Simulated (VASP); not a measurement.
SiO2 (rutile type): single point with r2SCAN

Crystal: SiO2 (rutile type).

```
CELL_PARAMETERS angstrom
4.18514 0.00000 0.00000
0.00000 4.18514 0.00000
0.00000 0.00000 2.66887
ATOMIC_POSITIONS crystal
Si 0.00000 0.00000 0.00000
Si 0.50000 0.50000 0.50000
O 0.30610 0.30610 0.00000
O 0.69390 0.69390 0.00000
O 0.80610 0.19390 0.50000
O 0.19390 0.80610 0.50000
```

| Quantity | Value |
| --- | --- |
| Program | VASP 6.6.1 |
| Task | single point |
| Functional | r2SCAN |
| Potentials or basis | VASP PAW PBE potentials, release 64 (Si, O) |
| Cutoff | 520 eV |
| k mesh | 8 × 8 × 11 |
| Occupations | fermi-dirac, width 0.08 eV |
| Spin | no spin polarisation |
| Dipole correction | no |
| Further INCAR settings | ALGO = Normal; EDIFF = 1e-06; NBANDS = 25 |

The pressure is 0.4 GPa. The largest force is 0.021 eV/Å and the band gap on the k mesh is 6.51 eV.

Forces in eV/Å, atoms in the order of the input:
```
Si   0.000  0.000  0.000
Si   0.000  0.000  0.000
O   -0.015 -0.015  0.000
O    0.015  0.015  0.000
O   -0.015  0.015  0.000
O    0.015 -0.015  0.000
```

Stress tensor (GPa, compression positive):
```
0.10 0.00 0.00
0.00 0.10 0.00
0.00 0.00 0.99
```

Levels at points of the mesh, in eV from the valence-band top:
```csv
k point,band 13,band 14,band 15,band 16,band 17,band 18,band 19,band 20
"(0.00, 0.00, 0.00)",-2.52,-0.88,-0.88,0.00,6.51,7.64,9.47,9.47
"(0.50, 0.00, 0.00)",-2.72,-2.72,-1.08,-1.08,8.70,8.70,10.05,10.05
"(0.50, 0.50, 0.00)",-2.68,-2.68,-2.32,-2.32,8.39,8.39,11.05,11.05
```

Wall time 90 s on 1 thread of Intel(R) Xeon(R) 6975P-C (Granite Rapids), on a shared host, peak memory 0.21 GiB.

Caveat: the PAW data sets were made with another functional, which shifts forces and pressure a little. A k mesh can miss the band edges.
